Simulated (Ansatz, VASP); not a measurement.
**Sb in VASP and in Ansatz**

File INCAR:

```
PREC = Accurate ; ENCUT = 520
EDIFF = 1E-6 ; ISMEAR = -1
SIGMA = 0.1 ; LREAL = False
LASPH = True ; NELM = 60
ALGO = Normal ; ISIF = 2
LWAVE = False ; LCHARG = False
GGA = RP ; NBANDS = 8
```

File KPOINTS:

```
Automatic mesh
0
Gamma
  13 13 13
```

File POSCAR:

```
Sb
1.0
   -1.9099870252      1.9099870252      1.9099870252
    1.9099870252     -1.9099870252      1.9099870252
    1.9099870252      1.9099870252     -1.9099870252
Sb
1
Direct
    0.0000000000      0.0000000000      0.0000000000
```

Input for Ansatz:

```yaml
crystal:
  lattice:
    - [-1.9099870252, 1.9099870252, 1.9099870252]
    - [1.9099870252, -1.9099870252, 1.9099870252]
    - [1.9099870252, 1.9099870252, -1.9099870252]
  atoms:
    - { symbol: Sb, position: [0.0, 0.0, 0.0] }
hamiltonian:
  xc: rpbe
  pseudopotentials:
    kind: paw
    azcp:
      Sb: "pseudopotentials/Sb.paw.azcp"
basis:
  ecutwfc: 420
  fft_grid_basis: typed
kpoints:
  mp_grid: { grid: [13, 13, 13], shift: [0, 0, 0] }
magnetization:
  spin_polarized: false
scf:
  occupations: { method: fermi_dirac, width: 0.1 }
  lower_state_search: "off"
output:
  stress: true
```

Alike in both runs: task single point; functional RPBE; k mesh 13 × 13 × 13; occupations fermi-dirac, width 0.1 eV; no spin polarisation.

|  | VASP | Ansatz |
| --- | --- | --- |
| version | VASP 6.6.1 | Ansatz 0.2.0 |
| potentials or method | VASP PAW PBE potentials, release 64 (Sb), cutoff 520 eV | plane waves (420 eV) with PAW, scalar-relativistic |
| valence electrons in the cell | 5 | 15 |

VASP gave:

```
pressure (GPa) : -0.3
```

Which values does Ansatz return?

Pressure (GPa): -0.1.

VASP's potentials were made for PBE, not for RPBE. With one functional, cell and mesh, what is left measures potentials, basis and numerics. VASP's potentials hold 5 valence electrons a cell and Ansatz's 15, so a difference there can come from the potentials and not from the codes.

Neither program's run includes spin-orbit coupling.
